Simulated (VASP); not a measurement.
Runs of VASP 6.6.1 on Ir. The structure is that of space group Fm-3m (No. 225), or close to it. The cells are those of the table. 

| potentials or basis | cell | cutoff (eV) | second run | gap on the mesh (eV) | pressure (GPa) |
| --- | --- | --- | --- | --- | --- |
| VASP PAW PBE potentials, release 64 (Ir) | a = 2.708, b = 2.770, c = 2.770 Å, angles 58.5, 60.7, 60.7°, 1 atom | 520 | - | none | -14.2 |
| VASP PAW PBE potentials, release 64 (Ir) | a = 2.708, b = 2.729, c = 2.729 Å, angles 59.5, 60.2, 60.2°, 1 atom | 520 | - | none | -4.7 |
| VASP PAW PBE potentials, release 64 (Ir) | a = 2.708, b = 2.791, c = 2.791 Å, angles 58.1, 61.0, 61.0°, 1 atom | 520 | - | none | (b) |
| VASP PAW PBE potentials, release 64 (Ir_sv_GW) | a = 2.708, b = 2.648, c = 2.648 Å, angles 61.5, 59.2, 59.2°, 1 atom | 500 | valence_matched | none | 17.1 |
| VASP PAW PBE potentials, release 64 (Ir) | a = 2.708, b = 2.648, c = 2.648 Å, angles 61.5, 59.2, 59.2°, 1 atom | 520 | - | none | 22.0 |
| VASP PAW PBE potentials, release 64 (Ir) | a = 2.708, b = 2.668, c = 2.668 Å, angles 61.0, 59.5, 59.5°, 1 atom | 520 | - | none | (a) |

Alike in all rows: task single point; level PBEsol; no spin polarisation; k mesh 26 × 26 × 26; smearing gaussian 0.15 eV.

Problem. Estimate the missing entries.

Solution. (a) 13.9; (b) -18.1.

Caveats: the PAW data sets were made with another functional, which shifts forces and pressure a little; spin-orbit coupling is left out, which moves the levels of the heavy elements.

A k mesh can miss the band edges, and the runs leave out spin-orbit coupling on Ir.

A gap of «none» marks levels without a gap at the run's occupations.

The runs don't all hold the same shells in valence.
